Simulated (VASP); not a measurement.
# CdS (Hawleyite) (F-43m) in VASP: a series of runs, part 2 of 2

VASP 6.6.1. The steps go on from the part before.

### 4 Single point, PBEsol (volume scaled by 0.98)

INCAR

```
SYSTEM = CdS
PREC     = Accurate       ! precision mode
ENCUT    = 520            ! plane-wave cutoff, eV
EDIFF    = 1E-6           ! SCF threshold, eV
ISMEAR   = -1             ! smearing method
SIGMA    = 0.05           ! smearing width, eV
LREAL    = .False.        ! projectors in reciprocal space
LASPH    = .True.         ! aspherical terms in the spheres
NELM     = 100            ! most SCF steps
ALGO     = Normal         ! electronic algorithm
ISIF     = 2              ! what is computed and relaxed
LWAVE    = .False.        ! write WAVECAR
LCHARG   = .False.        ! write CHGCAR
GGA      = PS             ! functional
NBANDS   = 16             ! bands
```

KPOINTS

```
regular mesh
0
Gamma
  8 8 8
  0 0 0
```

POSCAR

```
CdS
1.0
    0.0000000000      2.8969255847      2.8969255847
    2.8969255847      0.0000000000      2.8969255847
    2.8969255847      2.8969255847      0.0000000000
Cd S
1 1
Direct
    0.0000000000      0.0000000000      0.0000000000
    0.7500000000      0.7500000000      0.7500000000
```

Potentials or basis: VASP PAW PBE potentials, release 64 (Cd, S).

Started as:

```
$ cat potpaw_PBE.64/Cd/POTCAR potpaw_PBE.64/S/POTCAR > POTCAR
$ mpirun -np 1 vasp_std > vasp.out
```

OUTCAR:

```text
SYSTEM = CdS
   PREC = Accurate
   ENCUT = 520
   EDIFF = 1E-6
   ISMEAR = -1
   LREAL = .False.
   LASPH = .True.
   NELM = 100
   ISIF = 2
   GGA = PS

 ion  position               nearest neighbor table
   1  0.000  0.000  0.000-   2 2.51   2 2.51   2 2.51   2 2.51
   2  0.750  0.750  0.750-   1 2.51   1 2.51   1 2.51   1 2.51

  LATTYP: Found a face centered cubic cell.
 ALAT       =     5.7938511694

  Lattice vectors:

 A1 = (   0.0000000000,   2.8969255847,   2.8969255847)
 A2 = (   2.8969255847,   0.0000000000,   2.8969255847)
 A3 = (   2.8969255847,   2.8969255847,   0.0000000000)

Analysis of symmetry for initial positions (statically):
=====================================================================
 Subroutine PRICEL returns:
 Original cell was already a primitive cell.

 Routine SETGRP: Setting up the symmetry group for a
 face centered cubic supercell.

 Subroutine GETGRP returns: Found 24 space group operations
 (whereof 24 operations were pure point group operations)
 out of a pool of 48 trial point group operations.

The static configuration has the point symmetry T_d .

Analysis of symmetry for dynamics (positions and initial velocities):
=====================================================================
 Subroutine PRICEL returns:
 Original cell was already a primitive cell.

 Routine SETGRP: Setting up the symmetry group for a
 face centered cubic supercell.

 Subroutine GETGRP returns: Found 24 space group operations
 (whereof 24 operations were pure point group operations)
 out of a pool of 48 trial point group operations.

The dynamic configuration has the point symmetry T_d .

 Subroutine INISYM returns: Found 24 space group operations
 (whereof 24 operations are pure point group operations),
 and found     1 'primitive' translations

[... 105 lines left out ...]
   NELECT =      18.0000    total number of electrons
   NUPDOWN=      -1.0000    fix difference up-down
   EMIN   =  10.00;   EMAX   =-10.00  energy-range for DOS
   EFERMI =   0.00;   METHOD = LEGACY
   ISMEAR =    -1;   SIGMA  =   0.05  broadening in eV -4-tet -1-fermi 0-gaus
   EFERMI_NEDOS =   21; number of points for ismear=-14 and -15
   IALGO  =     38    algorithm
   IMIX   =      4    mixing-type and parameters
     AMIX     =   0.40;   BMIX     =  1.00
     AMIX_MAG =   1.60;   BMIX_MAG =  1.00
  volume/ion in A,a.u.               =      24.31       164.06
  Fermi-wavevector in a.u.,A,eV,Ry     =   1.175488  2.221351 18.800161  1.381773
  Thomas-Fermi vector in A             =   2.311868
   LORBIT       =      0    0 simple, 1 ext, 2 COOP (PROOUT), +10 PAW based schemes
   GGA     = PS    functional components
   LHFCALC =     F    Hartree Fock is set to
   AEXX    =    0.0000 exact exchange contribution
   IVDW    =     0    specifies the selected vdW correction
   LEPSILON=     F    determine dielectric tensor
   LRPA    =     F    only Hartree local field effects (RPA)
 non-spin polarized calculation
  energy-cutoff  :      520.00
  volume of cell :       48.62
 maximum number of plane-waves:      1363
   NGX = 15   NGY = 15   NGZ = 15

 number of electron      18.0000008 magnetization

 Free energy of the ion-electron system (eV)
  ---------------------------------------------------
  ext. energy  EPLUGINS =         0.00000000
  ---------------------------------------------------
  free energy    TOTEN  =        -6.80862882 eV

  energy without entropy =       -6.80862854  energy(sigma->0) =       -6.80862868

 E-fermi :   1.9510     XC(G=0):  -9.4735

 val. band max:        1.3885583699   @ k =   0.0000   0.0000   0.0000
 cond. band min:       2.4383802041   @ k =   0.0000   0.0000   0.0000
 fundamental gap:      1.0498218342
 Fermi energy:         1.9509993264

 k-point     1 :       0.0000    0.0000    0.0000
  band No.  band energies     occupation
      1     -11.1241      2.00000
      2      -6.4194      2.00000
      3      -6.4194      2.00000
      4      -6.4194      2.00000
      5      -5.9028      2.00000
      6      -5.9028      2.00000
[... 433 lines left out ...]
      3      -6.2038      2.00000
      4      -5.9335      2.00000
      5      -5.8748      2.00000
      6      -5.3812      2.00000
[... 8 lines left out ...]
     15      13.6271      0.00000
     16      14.5740      0.00000

 [... further k-points ...]
[... 5 lines left out ...]
  --------------------------------------------------------------------------------------
  -------------------------------------------------------------------------------------
  Total        0.4315099      0.4315099      0.4315099     -0.0000000     -0.0000000      0.0000000
  in kB       14.2186824     14.2186824     14.2186824     -0.0000000     -0.0000000      0.0000000
  external PRESSURE =      14.2186824 kB  Pullay stress =       0.0000000 kB

 VOLUME and BASIS-vectors are now :
 -----------------------------------------------------------------------------
  energy-cutoff  :      520.00
  volume of cell :       48.62
      direct lattice vectors                 reciprocal lattice vectors
     0.000000000  2.896925585  2.896925585    -0.172596770  0.172596770  0.172596770
     2.896925585  0.000000000  2.896925585     0.172596770 -0.172596770  0.172596770
     2.896925585  2.896925585  0.000000000     0.172596770  0.172596770 -0.172596770

 POSITION                                       TOTAL-FORCE (eV/Angst)
 -----------------------------------------------------------------------------------
      0.00000      0.00000      0.00000        -0.000000     -0.000000     -0.000000
      4.34539      4.34539      4.34539         0.000000      0.000000      0.000000
 -----------------------------------------------------------------------------------
    total drift:                                0.000001      0.000001      0.000001

  FREE ENERGIE OF THE ION-ELECTRON SYSTEM (eV)
  ---------------------------------------------------
  free  energy   TOTEN  =        -6.8086288151 eV

  energy  without entropy=       -6.8086285419  energy(sigma->0) =       -6.80862868
```

OSZICAR:

```text
N       E                     dE             d eps       ncg     rms          rms(c)
DAV:   1     0.109594251615E+03    0.10959E+03   -0.90199E+03   944   0.102E+03
DAV:   2    -0.309093426948E+01   -0.11269E+03   -0.10662E+03  1128   0.258E+02
DAV:   3    -0.728073717088E+01   -0.41898E+01   -0.41813E+01  1184   0.516E+01
DAV:   4    -0.730694204374E+01   -0.26205E-01   -0.26203E-01  1120   0.396E+00
DAV:   5    -0.730727661489E+01   -0.33457E-03   -0.33457E-03  1208   0.423E-01    0.817E+00
DAV:   6    -0.683165047272E+01    0.47563E+00   -0.78320E-01  1392   0.123E+01    0.653E+00
DAV:   7    -0.681110667839E+01    0.20544E-01   -0.16911E-01  1168   0.293E+00    0.306E+00
DAV:   8    -0.680880828705E+01    0.22984E-02   -0.17624E-02  1056   0.169E+00    0.267E-01
DAV:   9    -0.680856016034E+01    0.24813E-03   -0.21003E-03  1120   0.706E-01    0.508E-02
DAV:  10    -0.680859114458E+01   -0.30984E-04   -0.19695E-04  1144   0.168E-01    0.563E-02
DAV:  11    -0.680863109467E+01   -0.39950E-04   -0.66140E-05  1112   0.743E-02    0.203E-02
DAV:  12    -0.680862824677E+01    0.28479E-05   -0.12678E-05  1200   0.444E-02    0.847E-03
DAV:  13    -0.680862881515E+01   -0.56837E-06   -0.21957E-06  1080   0.879E-03
   1 F= -.68086288E+01 E0= -.68086287E+01  d E =-.273294E-06
```

stdout:

```text
POSCAR found type information on POSCAR CdS
 POSCAR found :  2 types and       2 ions
 scaLAPACK will be used
 -----------------------------------------------------------------------------
|                                                                             |
|                                                                             |
|     You enforced a specific xc type in the INCAR file but a different       |
|     I HOPE YOU KNOW WHAT YOU ARE DOING!                                     |
|                                                                             |
 -----------------------------------------------------------------------------

 LDA part: xc-table for (Slater+PW92), standard interpolation
 POSCAR, INCAR and KPOINTS ok, starting setup
 FFT: planning ... GRIDC
 FFT: planning ... GRID_SOFT
 FFT: planning ... GRID
 WAVECAR not read
 entering main loop
```

Wall time 20 s (1 thread of Intel Xeon Platinum 8259CL at 2.50GHz (Skylake/Cascade Lake), shared host); peak memory 0.18 GiB.

What came out:

| Item | Value |
| --- | --- |
| Free energy | -6.8086 eV |
| Pressure | 1.4 GPa |
| Band gap on the k mesh | 1.05 eV, direct |

Caveat: the cell differs from its parent crystal (volume scaled by 0.98); the PAW data sets were made with another functional, which shifts forces and pressure a little.

### 5 Single point, PBEsol

This run uses another cell than the first one, of 24.81 Å³/atom, 1.064 times its volume.

INCAR

```
ALGO = Normal ; EDIFF = 1E-6
ENCUT = 520 ; GGA = PS
ISIF = 2 ; ISMEAR = -1
LASPH = T ; LCHARG = F
LREAL = F ; LWAVE = F
NBANDS = 16 ; NELM = 80
PREC = Accurate ; SIGMA = 0.05
```

KPOINTS

```
k-points
0
Gamma
  8 8 8
```

POSCAR

```
CdS
1.0
    0.0000000000      2.9165000000      2.9165000000
    2.9165000000      0.0000000000      2.9165000000
    2.9165000000      2.9165000000      0.0000000000
Cd S
1 1
Direct
    0.0000000000      0.0000000000      0.0000000000
    0.7500000000      0.7500000000      0.7500000000
```

Started as:

```
$ cat potpaw_PBE.64/Cd/POTCAR potpaw_PBE.64/S/POTCAR > POTCAR
$ mpirun -np 1 vasp_std > vasp.out
```

Wall time 17 s (1 thread of Intel Xeon Platinum 8259CL at 2.50GHz (Skylake/Cascade Lake), shared host); peak memory 0.18 GiB.

It converged, with:

```yaml
Free_energy: -6.8135 eV
Pressure: 0.1 GPa
Band_gap_on_the_k_mesh: 1.01 eV, direct
```

Levels at points of the mesh, in eV from the valence-band top:
```tsv
k point	band 5	band 6	band 7	band 8	band 9	band 10	band 11	band 12	band 13	band 14
(0.00, 0.00, 0.00)	-7.24	-7.24	0.00	0.00	0.00	1.01	6.44	6.44	6.44	11.21
(0.50, 0.00, 0.00)	-7.20	-6.86	-4.48	-0.76	-0.76	2.89	6.91	6.91	7.33	10.88
(0.50, 0.50, 0.00)	-7.15	-6.80	-4.02	-1.91	-1.91	3.39	4.25	9.08	10.67	10.67
```

Caveat: the PAW data sets were made with another functional, which shifts forces and pressure a little. Expect the measured gap to be larger: semilocal functionals such as PBEsol lack the derivative discontinuity.

### 6 Summary

| cell | gap on the mesh (eV) | pressure (GPa) |
| --- | --- | --- |
| a = 4.040 Å, angles 60.0°, 2 atoms | 1.13 | 4.5 |
| a = 4.069 Å, angles 60.0°, 2 atoms | 1.09 | 2.9 |
| a = 4.097 Å, angles 60.0°, 2 atoms | 1.05 | 1.4 |
| a = 4.125 Å, angles 60.0°, 2 atoms | 1.01 | 0.1 |

Alike in all rows: task single point; level PBEsol; potentials or basis VASP PAW PBE potentials, release 64 (Cd, S); no spin polarisation; k mesh 8 × 8 × 8; cutoff (eV) 520; smearing fermi-dirac 0.05 eV.

Caveats: the PAW data sets were made with another functional, which shifts forces and pressure a little.

Absolute energies hang on the potentials; compare differences alone.
